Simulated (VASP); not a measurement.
Write the native input for VASP 6.6.1 that does the following.

* Task: single point
* Functional: r2SCAN
* Potentials or basis: VASP PAW PBE potentials, release 64 (Os)
* Cutoff: 520 eV
* k mesh: 18 × 18 × 18
* Occupations: gaussian, width 0.1 eV
* Spin: no spin polarisation
* Dipole correction: no
* Further INCAR settings: ALGO = Normal; EDIFF = 1e-06; NBANDS = 10

Os:

```
CELL_PARAMETERS angstrom
0.00000 1.91592 1.91592
1.91592 0.00000 1.91592
1.91592 1.91592 0.00000
ATOMIC_POSITIONS crystal
Os 0.00000 0.00000 0.00000
```

These files were run (other wordings do the same):

POSCAR

```
Os
1.0
    0.0000000000      1.9159173844      1.9159173844
    1.9159173844      0.0000000000      1.9159173844
    1.9159173844      1.9159173844      0.0000000000
Os
1
Direct
    0.0000000000      0.0000000000      0.0000000000
```

INCAR.step1

```
PREC = Accurate
ENCUT = 520
ISMEAR = 0
SIGMA = 0.1
LREAL = F
LASPH = T
NELM = 100
NBANDS = 10
GGA = PE
ALGO = Normal
EDIFF = 1E-4
LWAVE = T
LCHARG = F
```

INCAR.step2

```
PREC = Accurate
ENCUT = 520
EDIFF = 1E-6
ISMEAR = 0
SIGMA = 0.1
LREAL = F
LASPH = T
NELM = 100
ALGO = Normal
ISIF = 2
LWAVE = F
LCHARG = F
METAGGA = R2SCAN
LMIXTAU = T
NBANDS = 10
ISTART = 1
```

KPOINTS

```
Automatic mesh
0
Gamma
  18 18 18
```

Potentials or basis: VASP PAW PBE potentials, release 64 (Os).

Run with:

```bash
$ cat potpaw_PBE.64/Os/POTCAR > POTCAR
$ cp INCAR.step1 INCAR
$ mpirun -np 1 vasp_std > vasp.out
$ cp INCAR.step2 INCAR
$ mpirun -np 1 vasp_std > vasp.out
```

It gave:

```json
{
 "Pressure": "1.0 GPa",
 "Band gap on the k mesh": "zero (band 4 reaches 11.53 eV, above the bottom of band 5 at 7.60 eV)"
}
```

Caveat: the PAW data sets were made with another functional, which shifts forces and pressure a little; spin-orbit coupling is left out, which moves the levels of the heavy elements.

Run time: 100 s on 1 thread of AMD EPYC 7R43 64-Core Processor (Zen 3) (shared host), peak memory 0.11 GiB.
